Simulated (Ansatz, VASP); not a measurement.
## One calculation of AlGa2P3, two programs

```
Al Ga P
1.0
    -1.88030    1.88030    7.97744
     1.88030   -1.88030    7.97744
     1.88030    1.88030   -7.97744
Al Ga P
1 2 3
Cartesian
  0.0000 0.0000 7.9774
  0.0000 0.0000 13.2957
  0.0000 0.0000 2.6591
  1.8803 0.0000 6.6479
  1.8803 0.0000 1.3296
  0.0000 1.8803 3.9887
```

Alike in both runs: task relaxation of cell and atoms; functional PBE; k mesh 6 × 6 × 6; occupations gaussian, width 0.1 eV; no spin polarisation.

|  | VASP | Ansatz |
| --- | --- | --- |
| version | VASP 6.6.1 | Ansatz 0.2.0 |
| potentials or method | VASP PAW PBE potentials, release 64 (Al, Ga_d, P), cutoff 600 eV | scalar-relativistic, plane waves, PAW |
| valence electrons in the cell | 44 | 44 |

```csv
,VASP,Ansatz,Ansatz less VASP
"gap on the k mesh at the Fermi level, each at its own relaxed structure (eV)",1.67,1.68,+0.004
relaxed volume (Å³/atom),20.83,20.86,+0.033
relaxed cell length with the largest relative difference (Å),8.694,8.692,-0.0020
```
